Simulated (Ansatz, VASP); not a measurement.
# CoO: VASP beside Ansatz

```
Co O
1.0
     2.85630    0.00000    0.00000
    -1.42815    2.47363    0.00000
     0.00000    0.00000    2.78761
Co O
1 1
Direct
  0.01178 0.00457 0.98102
  0.64543 0.32787 0.50756
```

Change from the starting cell: atoms moved at random, drawn with an rms of 0.05 Å.

Alike in both runs: task single point; functional PBE; k mesh 11 × 11 × 10; occupations fermi-dirac, width 0.05 eV; collinear spin.

```csv
,VASP,Ansatz
version,VASP 6.6.1,Ansatz 0.2.0
potentials or method,"VASP PAW PBE potentials, release 64 (Co, O), cutoff 520 eV","all-electron LAPW, scalar-relativistic"
```

|  | VASP | Ansatz | Ansatz less VASP |
| --- | --- | --- | --- |
| gap on the k mesh at the Fermi level (eV) | none | none | - |
| pressure (GPa) | -7.3 | -6.5 | +0.85 |
| traceless stress, the component that is largest in VASP (GPa) | -3.22 | -3.07 | +0.141 |
| rms of the force components (eV/Å) | 0.127 | 0.122 | -0.0044 |
| net moment per atom (μB) | 1.50 | 1.50 | +0.001 |
| size of the moment on the site where the two differ most (μB) | 2.55 | 2.58 | +0.027 |

Site moments also hang on the region over which each program counts them. Atom by atom the forces differ by 0.012 eV/Å (rms over components). A gap of «none» marks a metal or a gap that the smearing closes. Ansatz ran all-electron here, and VASP with PAW potentials.
